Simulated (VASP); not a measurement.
A run of VASP 6.6.1 is set up as follows.

Contents of INCAR:

```
PREC = Accurate ; ENCUT = 520
EDIFF = 1E-7 ; ISMEAR = 0
SIGMA = 0.1 ; LREAL = False
LASPH = True ; NELM = 80
ALGO = Normal ; ISIF = 2
LWAVE = False ; LCHARG = True
GGA = PE ; LELF = True
LVHAR = True ; NBANDS = 49
```

Contents of KPOINTS:

```
regular mesh
0
Gamma
  4 4 4
```

File POSCAR:

```
ZnGe2
1.0
    0.0000000000      3.6837639808      3.6837639808
    3.6837639808      0.0000000000      3.6837639808
    3.6837639808      3.6837639808      0.0000000000
Zn Ge
2 4
Direct
    0.0000000000      0.0000000000      0.0000000000
    0.2500000000      0.2500000000      0.2500000000
    0.6250000000      0.6250000000      0.6250000000
    0.1250000000      0.6250000000      0.6250000000
    0.6250000000      0.6250000000      0.1250000000
    0.6250000000      0.1250000000      0.6250000000
```

Potentials or basis: VASP PAW PBE potentials, release 64 (Zn, Ge_d).

Launch:

```console
$ cat potpaw_PBE.64/Zn/POTCAR potpaw_PBE.64/Ge_d/POTCAR > POTCAR
$ mpirun -np 1 vasp_std > vasp.out
```

(1) Estimate the band gap on the k mesh.

(2) Estimate the pressure.

Answers

(1) zero (band 40 reaches 7.09 eV, above the bottom of band 41 at 4.80 eV).

(2) 16.4 GPa.

Caveat: the k points lie up to 0.37 Å⁻¹ apart.
